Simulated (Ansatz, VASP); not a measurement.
# One calculation of Bi6Te, two programs

```
CELL_PARAMETERS angstrom
4.55230 0.00000 0.00000
-2.27615 3.94241 0.00000
0.00000 0.00000 13.90556
ATOMIC_POSITIONS crystal
Bi 0.00000 0.00000 0.27730
Bi 0.33333 0.66667 0.43835
Bi 0.00000 0.00000 0.72270
Bi 0.66667 0.33333 0.56165
Bi 0.33333 0.66667 0.85066
Bi 0.66667 0.33333 0.14934
Te 0.00000 0.00000 0.00000
```

Alike in both runs: functional PBE; k mesh 4 × 4 × 2; occupations gaussian, width 0.2 eV; no spin polarisation.

Ansatz relaxed the structure, and its values are those at the end. VASP's run is a single point on that final structure, the one shown.

|  | VASP | Ansatz |
| --- | --- | --- |
| version | VASP 6.6.1 | Ansatz 0.2.0 |
| potentials or method | VASP PAW PBE potentials, release 64 (Bi_d, Te), cutoff 520 eV | scalar-relativistic, plane waves, PAW |
| valence electrons in the cell | 96 | 106 |

Ansatz gave:

- gap on the k mesh at the Fermi level (eV): none
- pressure (GPa): 0.2
- rms of the force components (eV/Å): 0.014

Q: What did VASP give for the same quantities?

A: gap on the k mesh at the Fermi level (eV): none; pressure (GPa): 0.1; rms of the force components (eV/Å): 0.014.

A gap of «none» marks a metal or a gap that the smearing closes. With one functional, cell and mesh, what is left measures potentials, basis and numerics. VASP's potentials hold 96 valence electrons a cell and Ansatz's 106, so a difference there can come from the potentials and not from the codes.

The k mesh is coarse, so the values compare programs but aren't converged. Neither program's run includes spin-orbit coupling.
